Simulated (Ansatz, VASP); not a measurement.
**Pt: VASP beside Ansatz**

Contents of INCAR:

```
SYSTEM = Pt
PREC = Accurate
ENCUT = 520
EDIFF = 1E-6
ISMEAR = 0
SIGMA = 0.15
LREAL = .False.
LASPH = .True.
NELM = 60
ALGO = Normal
ISIF = 2
LWAVE = .False.
LCHARG = .False.
NBANDS = 11
```

File KPOINTS:

```
Automatic mesh
0
Gamma
  20 20 20
  0 0 0
```

File POSCAR:

```
Pt
1.0
    0.1946767288      2.1025086715      2.1025086715
    2.1025086715      0.1946767288      2.1025086715
    2.1025086715      2.1025086715      0.1946767288
Pt
1
Direct
    0.0000000000      0.0000000000      0.0000000000
```

Input for Ansatz:

```yaml
crystal:
  lattice:
    - [0.1946767288, 2.1025086715, 2.1025086715]
    - [2.1025086715, 0.1946767288, 2.1025086715]
    - [2.1025086715, 2.1025086715, 0.1946767288]
  atoms:
    - { symbol: Pt, position: [0.0, 0.0, 0.0] }
basis:
  ecutwfc: 420
kpoints:
  mp_grid: { grid: [20, 20, 20] }
hamiltonian:
  xc: lda
  pseudopotentials: { kind: paw, azcp: { folder: soft_1 } }
scf:
  occupations: { method: gaussian, width: 0.15 }
output:
  forces: true
  stress: true
  eigenvalues: true
```

Change from the starting cell: equal engineering shear yz, xz and xy +0.1000, equal normal strain along x, y and z +0.0300.

Alike in both runs: task single point; functional LDA; k mesh 20 × 20 × 20; occupations gaussian, width 0.15 eV; no spin polarisation.

|  | VASP | Ansatz |
| --- | --- | --- |
| version | VASP 6.6.1 | Ansatz 0.2.0 |
| potentials or method | VASP PAW LDA potentials, release 64 (Pt), cutoff 520 eV | scalar-relativistic, plane waves, PAW |
| valence electrons in the cell | 10 | 18 |

|  | VASP | Ansatz | Ansatz less VASP |
| --- | --- | --- | --- |
| gap on the k mesh at the Fermi level (eV) | none | none | - |
| pressure (GPa) | -14.0 | -14.6 | -0.54 |
| traceless stress, the component that is largest in VASP (GPa) | -5.89 | -5.66 | +0.225 |

Ansatz warns that its potentials were made for another functional, while VASP's fit it. LDA's correlation is that of Perdew and Zunger in VASP and of Perdew and Wang (1992) in Ansatz. A gap of «none» marks a metal or a gap that the smearing closes. VASP's potentials hold 10 valence electrons a cell and Ansatz's 18, so a difference there can come from the potentials and not from the codes.

Neither program's run includes spin-orbit coupling.
